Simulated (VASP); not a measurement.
# HfZrS3: relaxation of cell and atoms with PBE

The system is HfZrS3.

```
CELL_PARAMETERS angstrom
4.74801 0.00000 0.00000
0.00000 4.74801 0.00000
0.00000 0.00000 4.74801
ATOMIC_POSITIONS crystal
Zr 0.50000 0.50000 0.50000
Hf 0.00000 0.00000 0.00000
S 0.50000 0.00000 0.00000
S 0.00000 0.50000 0.00000
S 0.00000 0.00000 0.50000
```

The cell was built from a structure type or drawn by symmetry, and may not be a known phase.

| Item | Value |
| --- | --- |
| Program | VASP 6.6.1 |
| Task | relaxation of cell and atoms |
| Functional | PBE |
| Potentials or basis | VASP PAW PBE potentials, release 64 (Zr_sv, Hf_pv, S) |
| Cutoff | 600 eV |
| k mesh | 4 × 4 × 4 |
| Occupations | gaussian, width 0.1 eV |
| Spin | no spin polarisation |
| Dipole correction | no |
| Further INCAR settings | ALGO = Normal; EDIFF = 1e-06; IBRION = 2; EDIFFG = -0.04; NSW = 90; ISIF = 3 |

The relaxed volume is 22.48 Å³/atom. The relaxed cell is a = 4.826 Å, b = 4.826 Å, c = 4.826 Å, α = 90.00°, β = 90.00°, γ = 90.00°. The space group after relaxing (to 0.1 Å) is Pm-3m (No. 221), the energy gained by relaxing is 15.1 meV/atom and the ionic steps are 3. The pressure after relaxing is 0.0 GPa.

Step by step:
```csv
step,energy change (eV),largest force (eV/Å),pressure (GPa),volume (Å³)
1,0.0000,0.0000,4.74,107.04
2,-0.0234,0.0000,-3.35,117.14
3,-0.0754,0.0000,-0.02,112.38
```

Final structure:
```cif
data_structure
_symmetry_space_group_name_H-M 'P 1'
_symmetry_Int_Tables_number 1
_cell_length_a 4.8258
_cell_length_b 4.8258
_cell_length_c 4.8258
_cell_angle_alpha 90.000
_cell_angle_beta 90.000
_cell_angle_gamma 90.000
_cell_volume 112.38
loop_
_atom_site_label
_atom_site_type_symbol
_atom_site_fract_x
_atom_site_fract_y
_atom_site_fract_z
_atom_site_occupancy
Zr1 Zr 0.50000 0.50000 0.50000 1
Hf1 Hf 0.00000 0.00000 0.00000 1
S1 S 0.50000 0.00000 0.00000 1
S2 S 0.00000 0.50000 0.00000 1
S3 S 0.00000 0.00000 0.50000 1
```

Levels at points of the mesh, in eV from the Fermi level:
| k point | band 17 | band 18 | band 19 | band 20 | band 21 | band 22 | band 23 | band 24 |
| --- | --- | --- | --- | --- | --- | --- | --- | --- |
| (0.00, 0.00, 0.00) | -1.70 | -1.70 | -1.70 | -0.98 | -0.98 | -0.98 | -0.63 | -0.63 |
| (0.50, 0.00, 0.00) | -3.64 | -2.10 | -2.10 | -0.18 | -0.12 | 0.16 | 0.93 | 1.20 |
| (0.50, 0.50, 0.00) | -3.55 | -3.33 | -1.52 | 0.05 | 0.21 | 0.92 | 0.99 | 0.99 |
| (0.50, 0.50, 0.50) | -1.19 | -1.19 | -1.19 | -0.13 | 0.04 | 0.04 | 0.04 | 0.35 |

Wall time 2 min on 1 thread of Intel Xeon 8259CL, on a shared host, peak memory 0.27 GiB.

Caveat: the highest band is partly filled, so the run has too few bands; spin-orbit coupling is left out, which moves the levels of the heavy elements.
